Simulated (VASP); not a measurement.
# Fe (Im-3m) in VASP: single point with HSE06

Aim: the single point of Fe with HSE06.

Program: VASP 6.6.1. These are calculated values, not measurements. Logs are shortened: lines on timing, memory, paths and dates and some standing lists are left out, and cuts for length are marked.

## Step 1: The cell of the first run

It takes space group Im-3m (No. 229, cubic). The conventional cell has a = 2.886 Å, b = 2.886 Å, c = 2.886 Å, α = 90.00°, β = 90.00°, γ = 90.00°. Fe (site symmetry m-3m) has 14 Fe at 2.50 to 2.89 Å within 3.3 Å.

## Step 2: Single point, HSE06, collinear spin, ferromagnetic start

The input, POSCAR:

```
Fe
1.0
   -1.4430000000      1.4430000000      1.4430000000
    1.4430000000     -1.4430000000      1.4430000000
    1.4430000000      1.4430000000     -1.4430000000
Fe
1
Direct
    0.0000000000      0.0000000000      0.0000000000
```

The input, INCAR.step1:

```
SYSTEM = Fe
ALGO     = Normal         ! electronic algorithm
EDIFF    = 1E-5           ! SCF threshold, eV
ENCUT    = 520            ! plane-wave cutoff, eV
GGA      = PE             ! functional
ISIF     = 2              ! what is computed and relaxed
ISMEAR   = -1             ! smearing method
ISPIN    = 2              ! spin polarisation
LASPH    = .True.         ! aspherical terms in the spheres
LCHARG   = .False.        ! write CHGCAR
LMAXMIX  = 4              ! l up to which the mixer works
LORBIT   = 11             ! projections on sites
LREAL    = .False.        ! projectors in reciprocal space
LWAVE    = .True.         ! write WAVECAR
MAGMOM   = 3              ! initial moments
NBANDS   = 14             ! bands
NELM     = 150            ! most SCF steps
PREC     = Accurate       ! precision mode
SIGMA    = 0.05           ! smearing width, eV
```

The input, INCAR.step2:

```
SYSTEM = Fe
ALGO     = Normal         ! electronic algorithm
EDIFF    = 1E-7           ! SCF threshold, eV
ENCUT    = 520            ! plane-wave cutoff, eV
GGA      = PE             ! functional
HFSCREEN = 0.2079         ! screening, 1/A
ISIF     = 2              ! what is computed and relaxed
ISMEAR   = -1             ! smearing method
ISPIN    = 2              ! spin polarisation
ISTART   = 1            
LASPH    = .True.         ! aspherical terms in the spheres
LCHARG   = .False.        ! write CHGCAR
LHFCALC  = .True.         ! exact exchange
LMAXMIX  = 4              ! l up to which the mixer works
LORBIT   = 11             ! projections on sites
LREAL    = .False.        ! projectors in reciprocal space
LWAVE    = .False.        ! write WAVECAR
MAGMOM   = 3              ! initial moments
NBANDS   = 14             ! bands
NELM     = 150            ! most SCF steps
PREC     = Accurate       ! precision mode
PRECFOCK = Normal       
SIGMA    = 0.05           ! smearing width, eV
```

The input, KPOINTS:

```
k-points
0
Gamma
  8 8 8
  0 0 0
```

Potentials or basis: VASP PAW PBE potentials, release 64 (Fe).

On the command line:

```sh
cat potpaw_PBE.64/Fe/POTCAR > POTCAR
cp INCAR.step1 INCAR
mpirun -np 1 vasp_std > vasp.out
cp INCAR.step2 INCAR
mpirun -np 1 vasp_std > vasp.out
```

OUTCAR:

```text
SYSTEM = Fe
   EDIFF = 1E-7
   ENCUT = 520
   GGA = PE
   HFSCREEN = 0.2079
   ISIF = 2
   ISMEAR = -1
   ISPIN = 2
   ISTART = 1
   LASPH = .True.
   LHFCALC = .True.
   LORBIT = 11
   LREAL = .False.
   NELM = 150
   PREC = Accurate
   PRECFOCK = Normal

 ion  position               nearest neighbor table
   1  0.000  0.000  0.000-

  LATTYP: Found a body centered cubic cell.
 ALAT       =     2.8860000000

  Lattice vectors:

 A1 = (  -1.4430000000,   1.4430000000,   1.4430000000)
 A2 = (   1.4430000000,  -1.4430000000,   1.4430000000)
 A3 = (   1.4430000000,   1.4430000000,  -1.4430000000)

Analysis of symmetry for initial positions (statically):
=====================================================================
 Subroutine PRICEL returns:
 Original cell was already a primitive cell.

 Routine SETGRP: Setting up the symmetry group for a
 body centered cubic supercell.

 Subroutine GETGRP returns: Found 48 space group operations
 (whereof 48 operations were pure point group operations)
 out of a pool of 48 trial point group operations.

The static configuration has the point symmetry O_h .

Analysis of symmetry for dynamics (positions and initial velocities):
=====================================================================
 Subroutine PRICEL returns:
 Original cell was already a primitive cell.

 Routine SETGRP: Setting up the symmetry group for a
 body centered cubic supercell.

 Subroutine GETGRP returns: Found 48 space group operations
 (whereof 48 operations were pure point group operations)
 out of a pool of 48 trial point group operations.

The dynamic configuration has the point symmetry O_h .

Analysis of structural, dynamic, and magnetic symmetry:
=====================================================================
 Subroutine PRICEL returns:
 Original cell was already a primitive cell.

 Routine SETGRP: Setting up the symmetry group for a
 body centered cubic supercell.

 Subroutine GETGRP returns: Found 48 space group operations
 (whereof 48 operations were pure point group operations)
 out of a pool of 48 trial point group operations.

The overall configuration has the point symmetry O_h .

 Subroutine INISYM returns: Found 48 space group operations
 (whereof 48 operations are pure point group operations),
 and found     1 'primitive' translations

----------------------------------------------------------------------------------------

                                     Primitive cell

  volume of cell :      12.0187

  direct lattice vectors                    reciprocal lattice vectors
    -1.443000000  1.443000000  1.443000000     0.000000000  0.346500347  0.346500347
     1.443000000 -1.443000000  1.443000000     0.346500347  0.000000000  0.346500347
     1.443000000  1.443000000 -1.443000000     0.346500347  0.346500347  0.000000000

  length of vectors
     2.499349315  2.499349315  2.499349315     0.490025489  0.490025489  0.490025489

  position of ions in fractional coordinates (direct lattice)
     0.000000000  0.000000000  0.000000000

  ion indices of the primitive-cell ions
   primitive index   ion index
                 1           1

----------------------------------------------------------------------------------------

 KPOINTS: k-points

Automatic generation of k-mesh.
 Grid dimensions read from file:
 generate k-points for:    8    8    8

 Generating k-lattice:

  Cartesian coordinates                     Fractional coordinates (reciprocal lattice)
     0.000000000  0.043312543  0.043312543     0.125000000  0.000000000  0.000000000
     0.043312543  0.000000000  0.043312543     0.000000000  0.125000000  0.000000000
     0.043312543  0.043312543  0.000000000     0.000000000  0.000000000  0.125000000

  Length of vectors
     0.061253186  0.061253186  0.061253186

  Shift w.r.t. Gamma in fractional coordinates (k-lattice)
     0.000000000  0.000000000  0.000000000

 Subroutine IBZKPT returns following result:
 ===========================================

 Found     29 irreducible k-points:

 Following reciprocal coordinates:
            Coordinates               Weight
  0.000000  0.000000  0.000000      1.000000
  0.125000  0.000000  0.000000     12.000000
  0.250000  0.000000  0.000000     12.000000
  0.375000  0.000000  0.000000     12.000000
  0.500000  0.000000  0.000000      6.000000
  0.125000  0.125000  0.000000     24.000000
[... 16 lines left out ...]
 -0.250000  0.250000  0.250000      6.000000
 -0.375000  0.375000  0.250000     24.000000
 [... further k-points ...]
   k-points           NKPTS =     29   k-points in BZ     NKDIM =    512   number of bands    NBANDS=     14
   number of dos      NEDOS =    301   number of ions     NIONS =      1
   total plane-waves  NPLWV =   8000
   dimension x,y,z NGX =    20 NGY =   20 NGZ =   20
   dimension x,y,z NGXF=    40 NGYF=   40 NGZF=   40
   ions per type =               1
   NGX,Y,Z   is equivalent  to a cutoff of  13.30, 13.30, 13.30 a.u.
   NGXF,Y,Z  is equivalent  to a cutoff of  26.61, 26.61, 26.61 a.u.
 SYSTEM =  Fe
   PREC   = accura    normal or accurate (medium, high low for compatibility)
   ISTART =      1    job   : 0-new  1-cont  2-samecut
   ICHARG =      0    charge: 1-file 2-atom 10-const
   ISPIN  =      2    spin polarized calculation?
   LNONCOLLINEAR =      F non collinear calculations
   LSORBIT =      F    spin-orbit coupling
   LASPH  =      T    aspherical Exc in radial PAW
   ENCUT  =  520.0 eV  38.22 Ry    6.18 a.u.   4.65  4.65  4.65*2*pi/ulx,y,z
   NELM   =    150;   NELMIN=  2; NELMDL=  0     # of ELM steps
   EDIFF  = 0.1E-06   stopping-criterion for ELM
   LREAL  =      F    real-space projection
   EDIFFG = 0.1E-05   stopping-criterion for IOM
   NSW    =      0    number of steps for IOM
   IBRION =     -1    ionic relax: 0-MD 1-quasi-New 2-CG
   NFREE  =      0    steps in history (QN), initial steepest desc. (CG)
   ISIF   =      2    stress and relaxation
   ISYM   =      3    0-nonsym 1-usesym 2-fastsym
   POTIM  = 0.5000    time-step for ionic-motion
   TEBEG  =    0.0;   TEEND  =   0.0 temperature during run
   PSTRESS=    0.0 pullay stress
   NELECT =       8.0000    total number of electrons
   NUPDOWN=      -1.0000    fix difference up-down
   EMIN   =  10.00;   EMAX   =-10.00  energy-range for DOS
   EFERMI =   0.00;   METHOD = LEGACY
   ISMEAR =    -1;   SIGMA  =   0.05  broadening in eV -4-tet -1-fermi 0-gaus
   EFERMI_NEDOS =   21; number of points for ismear=-14 and -15
   IALGO  =     38    algorithm
   IMIX   =      1    mixing-type and parameters
     AMIX     =   0.40;   BMIX     =  1.00
     AMIX_MAG =   1.60;   BMIX_MAG =  1.00
  volume/ion in A,a.u.               =      12.02        81.11
  Fermi-wavevector in a.u.,A,eV,Ry     =   1.429394  2.701162 27.798962  2.043166
  Thomas-Fermi vector in A             =   2.549352
   LORBIT       =     11    0 simple, 1 ext, 2 COOP (PROOUT), +10 PAW based schemes
   GGA     = PE    functional components
   LHFCALC =     T    Hartree Fock is set to
   PRECFOCK=normal    Normal, Fast or Accurate (Low or Medium for compatibility)
   ENCUT4O =  -1.0   cutoff for four orbital integrals eV
   NKREDX  =     1    reduce k-point grid by
   NKREDY  =     1    reduce k-point grid by
   NKREDZ  =     1    reduce k-point grid by
   AEXX    =    0.2500 exact exchange contribution
   HFSCREEN=    0.2079 screening length (either q_TF or 0.3 A-1)
   HFSCREENC=   0.2079 screening length for correlation (either q_TF or 0.3 A-1)
   ENCUTFOCK=  -1.0 apply spherical cutoff to Coloumb kernel
   IVDW    =     0    specifies the selected vdW correction
   LEPSILON=     F    determine dielectric tensor
   LRPA    =     F    only Hartree local field effects (RPA)
 spin polarized calculation
  energy-cutoff  :      520.00
  volume of cell :       12.02
 maximum number of plane-waves:       336
  NGX = 14; NGY = 14; NGZ = 14

 number of electron       7.9999995 magnetization       2.7839646

 Free energy of the ion-electron system (eV)
  ---------------------------------------------------
  ext. energy  EPLUGINS =         0.00000000
  ---------------------------------------------------
  free energy    TOTEN  =       -11.54125369 eV

  energy without entropy =      -11.53435486  energy(sigma->0) =      -11.53780427

 E-fermi :   5.6009     XC(G=0): -10.4141

 val. band max:        5.5757186040   @ k =  -0.2500   0.3750   0.1250
 cond. band min:       5.6272370910   @ k =   0.1250   0.1250   0.0000
 fundamental gap:      0.0515184869
 Fermi energy:         5.6009169085

 spin component 1

 k-point     1 :       0.0000    0.0000    0.0000
  band No.  band energies     occupation
      1      -3.7844      1.00000
      2       0.5067      1.00000
      3       0.5067      1.00000
      4       0.5067      1.00000
      5       1.6228      1.00000
      6       1.6228      1.00000
      7      31.0694      0.00000
      8      31.0694      0.00000
      9      31.0694      0.00000
     10      35.9122      0.00000
     11      35.9122      0.00000
     12      37.8925      0.00000
     13      37.8925      0.00000
     14      37.8925      0.00000
[... 379 lines left out ...]
      3       1.0321      1.00000
      4       1.4520      1.00000
      5       2.4702      1.00000
      6       7.0959      0.00000
      7      17.3202      0.00000
      8      20.3732      0.00000
      9      23.1625      0.00000
     10      26.6782      0.00000
     11      36.1914      0.00000
     12      38.2006      0.00000
     13      41.0948      0.00000
     14      45.8550      0.00000

 [... further k-points ...]

 spin component 2

 k-point     1 :       0.0000    0.0000    0.0000
  band No.  band energies     occupation
      1      -4.3841      1.00000
      2       6.3608      0.00000
      3       6.3609      0.00000
      4       6.3609      0.00000
      5       9.2308      0.00000
      6       9.2310      0.00000
      7      30.2371      0.00000
      8      30.2371      0.00000
      9      30.2371      0.00000
     10      35.9556      0.00000
     11      35.9556      0.00000
     12      39.0790      0.00000
     13      39.0790      0.00000
     14      39.0790      0.00000
[... 379 lines left out ...]
      3       6.4769      0.00000
      4       7.2920      0.00000
      5       8.9359      0.00000
      6      10.6423      0.00000
      7      18.6858      0.00000
      8      21.2008      0.00000
      9      24.2059      0.00000
     10      27.1934      0.00000
     11      36.9484      0.00000
     12      38.7213      0.00000
     13      41.3969      0.00000
     14      46.1404      0.00000

 [... further k-points ...]

------------------------ aborting loop because EDIFF is reached ----------------------------------------

  FORCE on cell =-STRESS in cart. coord.  units (eV):
  Direction    XX          YY          ZZ          XY          YZ          ZX
  --------------------------------------------------------------------------------------
  -------------------------------------------------------------------------------------
  Total        0.2356372      0.2356372      0.2356372      0.0000000      0.0000000      0.0000000
  in kB       31.4119840     31.4119840     31.4119840      0.0000000      0.0000000      0.0000000
  external PRESSURE =      31.4119840 kB  Pullay stress =       0.0000000 kB

 VOLUME and BASIS-vectors are now :
 -----------------------------------------------------------------------------
  energy-cutoff  :      520.00
  volume of cell :       12.02
      direct lattice vectors                 reciprocal lattice vectors
    -1.443000000  1.443000000  1.443000000     0.000000000  0.346500347  0.346500347
     1.443000000 -1.443000000  1.443000000     0.346500347  0.000000000  0.346500347
     1.443000000  1.443000000 -1.443000000     0.346500347  0.346500347  0.000000000

 POSITION                                       TOTAL-FORCE (eV/Angst)
 -----------------------------------------------------------------------------------
      0.00000      0.00000      0.00000         0.000000     -0.000000      0.000000
 -----------------------------------------------------------------------------------
    total drift:                               -0.000001     -0.000002      0.000013

  FREE ENERGIE OF THE ION-ELECTRON SYSTEM (eV)
  ---------------------------------------------------
  free  energy   TOTEN  =       -11.5412536886 eV

  energy  without entropy=      -11.5343548567  energy(sigma->0) =      -11.53780427

 total charge

# of ion       s       p       d       tot
------------------------------------------
    1        0.483   0.532   6.171   7.186

 magnetization (x)

# of ion       s       p       d       tot
------------------------------------------
    1       -0.036  -0.163   3.058   2.860
```

Wall time 41 min (1 thread of Intel Xeon Platinum 8259CL at 2.50GHz (Skylake/Cascade Lake), shared host); peak memory 0.24 GiB.

What came out:

* Free energy: -11.5413 eV
* Pressure: 3.1 GPa
* Net moment: 2.78 μB per cell
* Site moments: Fe +2.86 μB
* Valence electrons inside the program's atomic spheres: Fe 7.19

Caveat: the k points lie up to 0.38 Å⁻¹ apart; the PAW data sets were made with another functional, which shifts forces and pressure a little.
